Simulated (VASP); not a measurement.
A run of VASP 6.6.1 is set up as follows.

Contents of INCAR:

```
SYSTEM = W
PREC = Accurate
ENCUT = 520
EDIFF = 1E-7
ISMEAR = -1
SIGMA = 0.05
LREAL = .FALSE.
LASPH = .TRUE.
NELM = 60
ALGO = Fast
ISIF = 2
LWAVE = .FALSE.
LCHARG = .TRUE.
GGA = PE
IVDW = 13
LELF = .TRUE.
LVHAR = .TRUE.
NBANDS = 13
```

The input KPOINTS:

```
Automatic mesh
0
G
  12 12 12
  0 0 0
```

Contents of POSCAR:

```
W
1.0
   -1.5609593379      1.5609593379      1.5609593379
    1.5609593379     -1.5609593379      1.5609593379
    1.5609593379      1.5609593379     -1.5609593379
W
1
Direct
    0.0000000000      0.0000000000      0.0000000000
```

Potentials or basis: VASP PAW PBE potentials, release 64 (W_sv).

Command:

```console
$ cat potpaw_PBE.64/W_sv/POTCAR > POTCAR
$ mpirun -np 1 vasp_std > vasp.out
```

Q: Estimate the dispersion energy per atom.

A: -0.750 eV.

Q: What does it give for the band gap on the k mesh?

A: Zero (band 7 reaches 17.53 eV, above the bottom of band 8 at 10.75 eV).

Q: Estimate the pressure.

A: 13.5 GPa.

Caveat: spin-orbit coupling is left out, which moves the levels of the heavy elements; pairwise dispersion overbinds metals, which lowers pressure and volume.
